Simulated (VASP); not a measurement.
# MgS (F-43m) in VASP: settings compared, part 2 of 2

VASP 6.6.1.

### 5 Single point, PBE+D4

This run uses another cell than the first one, of 22.39 Å³/atom, 1.006 times its volume.

Input file INCAR:

```
ALGO     = Normal         # electronic algorithm
EDIFF    = 1E-6           # SCF threshold, eV
ENCUT    = 520            # plane-wave cutoff, eV
GGA      = PE             # functional
ISIF     = 2              # what is computed and relaxed
ISMEAR   = -1             # smearing method
IVDW     = 13             # dispersion correction
LASPH    = T              # aspherical terms in the spheres
LCHARG   = F              # write CHGCAR
LREAL    = F              # projectors in reciprocal space
LWAVE    = F              # write WAVECAR
NBANDS   = 11             # bands
NELM     = 60             # most SCF steps
PREC     = Accurate       # precision mode
SIGMA    = 0.05           # smearing width, eV
```

Input file KPOINTS:

```
k-points
0
Gamma
  8 8 8
```

Input file POSCAR:

```
MgS
1.0
    0.0000000000      2.8185803571      2.8185803571
    2.8185803571      0.0000000000      2.8185803571
    2.8185803571      2.8185803571      0.0000000000
S Mg
1 1
Direct
    0.2500000000      0.2500000000      0.2500000000
    0.0000000000      0.0000000000      0.0000000000
```

Potentials or basis: VASP PAW PBE potentials, release 64 (S, Mg).

On the command line:

```bash
$ cat potpaw_PBE.64/S/POTCAR potpaw_PBE.64/Mg/POTCAR > POTCAR
$ mpirun -np 1 vasp_std > vasp.out
```

OUTCAR:

```text
EDIFF = 1E-6
   ENCUT = 520
   GGA = PE
   ISIF = 2
   ISMEAR = -1
   IVDW = 13
   LASPH = T
   LREAL = F
   NELM = 60
   PREC = Accurate

 ion  position               nearest neighbor table
   1  0.250  0.250  0.250-   2 2.44   2 2.44   2 2.44   2 2.44
   2  0.000  0.000  0.000-   1 2.44   1 2.44   1 2.44   1 2.44

  LATTYP: Found a face centered cubic cell.
 ALAT       =     5.6371607142

  Lattice vectors:

 A1 = (   0.0000000000,   2.8185803571,   2.8185803571)
 A2 = (   2.8185803571,   0.0000000000,   2.8185803571)
 A3 = (   2.8185803571,   2.8185803571,   0.0000000000)

Analysis of symmetry for initial positions (statically):
=====================================================================
 Subroutine PRICEL returns:
 Original cell was already a primitive cell.

 Routine SETGRP: Setting up the symmetry group for a
 face centered cubic supercell.

 Subroutine GETGRP returns: Found 24 space group operations
 (whereof 24 operations were pure point group operations)
 out of a pool of 48 trial point group operations.

[... 171 lines left out ...]
      1     -10.1656      2.00000
      2       1.1450      2.00000
      3       1.1450      2.00000
      4       1.1450      2.00000
      5       4.6688      0.00000
      6       9.1289      0.00000
      7       9.1289      0.00000
      8       9.1289      0.00000
      9      12.0035      0.00000
     10      12.0035      0.00000
     11      14.9778      0.00000
[... 309 lines left out ...]
 k-point    24 :      -0.3750    0.2500    0.1250
  band No.  band energies     occupation
      1      -9.3517      2.00000
      2      -1.6667      2.00000
      3      -0.1676      2.00000
      4       0.4899      2.00000
      5       7.2249      0.00000
      6       7.6848      0.00000
      7       9.9521      0.00000
      8      10.0446      0.00000
      9      12.6151      0.00000
     10      14.0563      0.00000
     11      15.4109      0.00000

 [... further k-points ...]

------------------------ aborting loop because EDIFF is reached ----------------------------------------

  DFT-D4 for vdW energy calculation

  Edisp (eV):   -0.45671

  FORCE on cell =-STRESS in cart. coord.  units (eV):
  Direction    XX          YY          ZZ          XY          YZ          ZX
  --------------------------------------------------------------------------------------
  -------------------------------------------------------------------------------------
  Total      -0.03976    -0.03976    -0.03976     0.00000     0.00000     0.00000
  in kB      -1.42235    -1.42235    -1.42235     0.00000     0.00000     0.00000
  external pressure =       -1.42 kB  Pullay stress =        0.00 kB

 VOLUME and BASIS-vectors are now :
 -----------------------------------------------------------------------------
  energy-cutoff  :      520.00
  volume of cell :       44.78
      direct lattice vectors                 reciprocal lattice vectors
     0.000000000  2.818580357  2.818580357    -0.177394268  0.177394268  0.177394268
     2.818580357  0.000000000  2.818580357     0.177394268 -0.177394268  0.177394268
     2.818580357  2.818580357  0.000000000     0.177394268  0.177394268 -0.177394268

 POSITION                                       TOTAL-FORCE (eV/Angst)
 -----------------------------------------------------------------------------------
      1.40929      1.40929      1.40929         0.000000      0.000000      0.000000
      0.00000      0.00000      0.00000        -0.000000     -0.000000     -0.000000
 -----------------------------------------------------------------------------------
    total drift:                               -0.000000     -0.000000     -0.000000

  FREE ENERGIE OF THE ION-ELECTRON SYSTEM (eV)
  ---------------------------------------------------
  free  energy   TOTEN  =        -8.9223986843 eV

  energy  without entropy=       -8.9223986843  energy(sigma->0) =       -8.92239868
```

Run time: 30 s. Hardware: 1 thread of Intel Xeon 8259CL, shared host; peak memory 0.17 GiB.

What came out:

```yaml
Free_energy: -8.9224 eV
Pressure: -0.1 GPa
Band_gap_on_the_k_mesh: 3.52 eV, direct
Dispersion_energy_per_atom: -0.228 eV
```

### 6 Relaxation of cell and atoms, PBE

This run uses another cell than the first one, of 22.74 Å³/atom, 1.021 times its volume.

Input file INCAR:

```
SYSTEM = MgS
PREC     = Accurate       ! precision mode
ENCUT    = 600            ! plane-wave cutoff, eV
EDIFF    = 1E-6           ! SCF threshold, eV
ISMEAR   = -1             ! smearing method
SIGMA    = 0.05           ! smearing width, eV
LREAL    = .FALSE.        ! projectors in reciprocal space
LASPH    = .TRUE.         ! aspherical terms in the spheres
NELM     = 100            ! most SCF steps
ALGO     = Normal         ! electronic algorithm
ISIF     = 3              ! what is computed and relaxed
LWAVE    = .FALSE.        ! write WAVECAR
LCHARG   = .FALSE.        ! write CHGCAR
GGA      = PE             ! functional
IBRION   = 2              ! ionic algorithm
NSW      = 60             ! ionic steps
EDIFFG   = -0.01          ! ionic threshold
```

Input file KPOINTS:

```
Automatic mesh
0
G
  8 8 8
  0 0 0
```

Input file POSCAR:

```
MgS
1.0
    0.0000000000      2.8331200468      2.8331200468
    2.8331200468      0.0000000000      2.8331200468
    2.8331200468      2.8331200468      0.0000000000
S Mg
1 1
Direct
    0.2500000000      0.2500000000      0.2500000000
    0.0000000000      0.0000000000      0.0000000000
```

Potentials or basis: VASP PAW PBE potentials, release 64 (S, Mg).

On the command line:

```bash
$ cat potpaw_PBE.64/S/POTCAR potpaw_PBE.64/Mg/POTCAR > POTCAR
$ mpirun -np 1 vasp_std > vasp.out
```

Wall time 39 s (1 thread of Intel Xeon 8259CL, shared host); peak memory 0.19 GiB.

It converged, with:

- Free energy: -8.4733 eV
- Relaxed volume: 23.06 Å³/atom
- Relaxed cell: a = 4.025 Å, b = 4.025 Å, c = 4.025 Å, α = 60.00°, β = 60.00°, γ = 60.00°
- Space group after relaxing (to 0.05 Å): F-43m (No. 216)
- Energy gained by relaxing: 0.8 meV/atom
- Ionic steps: 3
- Pressure after relaxing: 0.0 GPa
- Band gap on the k mesh: 3.38 eV, direct

The path:
| step | energy change (eV) | largest force (eV/Å) | pressure (GPa) | volume (Å³) |
| --- | --- | --- | --- | --- |
| 1 | 0.0000 | 0.0000 | 0.81 | 45.48 |
| 2 | -0.0016 | 0.0000 | -0.14 | 46.24 |
| 3 | -0.0016 | 0.0000 | 0.00 | 46.12 |

Final structure:
```xyz
2
Lattice="0.0000 2.8464 2.8464 2.8464 0.0000 2.8464 2.8464 2.8464 0.0000" Properties=species:S:1:pos:R:3 pbc="T T T"
S     1.4232    1.4232    1.4232
Mg    0.0000    0.0000    0.0000
```

Levels at points of the mesh, in eV from the valence-band top:
```tsv
k point	band 1	band 2	band 3	band 4	band 5	band 6	band 7	band 8
(0.00, 0.00, 0.00)	-11.21	0.00	0.00	0.00	3.38	7.91	7.91	7.91
(0.50, 0.00, 0.00)	-10.56	-3.07	-0.32	-0.32	5.06	7.61	7.61	8.53
(0.50, 0.50, 0.00)	-10.35	-2.76	-1.01	-1.01	3.90	5.63	11.00	12.16
```

### 7 Overview

```csv
task,level,cell,cutoff (eV),gap on the mesh (eV),pressure (GPa)
single point,PBE+D3(BJ),"a = 3.978 Å, angles 60.0°, 2 atoms",520,3.55,-0.1
single point,PBE+D3(BJ),"a = 3.983 Å, angles 60.0°, 2 atoms",520,3.54,-0.3
single point,PBE+D3(BJ),"a = 4.007 Å, angles 60.0°, 2 atoms",520,3.45,-1.4
single point,PBE+D4,"a = 3.986 Å, angles 60.0°, 2 atoms",520,3.52,-0.1
relaxation of cell and atoms,PBE,"relaxed from a = 4.007 Å, angles 60.0°, 2 atoms",600,3.38,0.0
```

Alike in all rows: potentials or basis VASP PAW PBE potentials, release 64 (S, Mg); no spin polarisation; k mesh 8 × 8 × 8; smearing fermi-dirac 0.05 eV.

Caveats: three body term missing (some runs).

Total energies depend on the potentials used, so only differences within one code and one set of settings carry meaning.
